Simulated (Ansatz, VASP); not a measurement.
## Two plane-wave programs on Be

File INCAR:

```
SYSTEM = Be
PREC = Accurate
ENCUT = 520
EDIFF = 1E-7
ISMEAR = -1
SIGMA = 0.1
LREAL = .False.
LASPH = .True.
NELM = 100
ALGO = Normal
ISIF = 2
LWAVE = .False.
LCHARG = .False.
GGA = B5
ALDAX = 1.0
AGGAX = 1.0
AGGAC = 1.0
ALDAC = 0.0
NBANDS = 7
```

Contents of KPOINTS:

```
Automatic mesh
0
Gamma
  16 16 16
  0 0 0
```

File POSCAR:

```
Be
1.0
    2.2195219663      0.0000000000      0.0000000000
    0.0000000000      2.2195219663      0.0000000000
    0.0000000000      0.0000000000      2.2195219663
Be
1
Direct
    0.0000000000      0.0000000000      0.0000000000
```

Input for Ansatz:

```yaml
crystal:
  lattice:
    - [2.2195219663, 0.0, 0.0]
    - [0.0, 2.2195219663, 0.0]
    - [0.0, 0.0, 2.2195219663]
  atoms:
    - { symbol: Be, position: [0.0, 0.0, 0.0] }
hamiltonian:
  xc: blyp
  pseudopotentials:
    kind: paw
    azcp:
      Be: "pseudopotentials/Be.paw.azcp"
basis:
  ecutwfc: 420
  fft_grid_basis: typed
kpoints:
  mp_grid: { grid: [16, 16, 16], shift: [0, 0, 0] }
magnetization:
  spin_polarized: false
scf:
  occupations: { method: fermi_dirac, width: 0.1 }
  lower_state_search: "off"
output:
  stress: true
  write_density: true
  write_potential: true
  elf: true
  volumetric_format: npy
```

Alike in both runs: task single point; functional BLYP; k mesh 16 × 16 × 16; occupations fermi-dirac, width 0.1 eV; no spin polarisation.

```csv
,VASP,Ansatz
version,VASP 6.6.1,Ansatz 0.2.0
potentials or method,"VASP PAW PBE potentials, release 64 (Be), cutoff 520 eV","plane waves (420 eV) with PAW, scalar-relativistic"
valence electrons in the cell,2,2
```

```tsv
	VASP	Ansatz	Ansatz less VASP
pressure (GPa)	-2.3	-2.4	-0.06
```

VASP's potentials were made for PBE, not for BLYP.
